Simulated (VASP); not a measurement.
## MgO: single point with PBE

The system is MgO.

```
Mg O
1.0
     0.00000    2.13515    2.13515
     2.45542    0.00000    2.13515
     2.45542    2.13515    0.00000
Mg O
1 1
Direct
  0.00000 0.00000 0.00000
  0.50000 0.50000 0.50000
```

This cell differs from its parent crystal: strain +0.1500 x Voigt [1, 0, 0, 0, 0, 0].

- Program: VASP 6.6.1
- Task: single point
- Functional: PBE
- Potentials or basis: VASP PAW PBE potentials, release 64 (Mg, O)
- Cutoff: 520 eV
- k mesh: 10 × 10 × 10
- Occupations: gaussian, width 0.05 eV
- Spin: no spin polarisation

```
Pressure               : -13.7 GPa
Band gap on the k mesh : 3.01 eV, direct
```

Stress tensor (GPa, compression positive):
```
-17.24   0.00   0.00
  0.00 -11.95   0.00
  0.00   0.00 -11.95
```

Levels at points of the mesh, in eV from the valence-band top:
```
           k point  band 1  band 2  band 3  band 4  band 5  band 6  band 7  band 8
(0.00, 0.00, 0.00)  -16.60   -0.23   -0.23    0.00    3.01   13.97   15.30   15.30
(0.50, 0.00, 0.00)  -15.71   -4.02   -0.75   -0.52    6.64   10.42   13.50   15.92
(0.50, 0.50, 0.00)  -15.42   -3.42   -1.81   -0.94    8.16    8.49   11.77   14.76
(0.00, 0.50, 0.50)  -15.74   -3.67   -0.95   -0.95    8.23    9.65   10.06   17.46
```

Wall time 10 s on 1 thread of Intel(R) Xeon(R) Platinum 8375C CPU @ 2.90GHz (Ice Lake), with other jobs on the host, peak memory 0.16 GiB.

Caveat: the cell differs from its parent crystal (strain +0.1500 x Voigt [1, 0, 0, 0, 0, 0]).
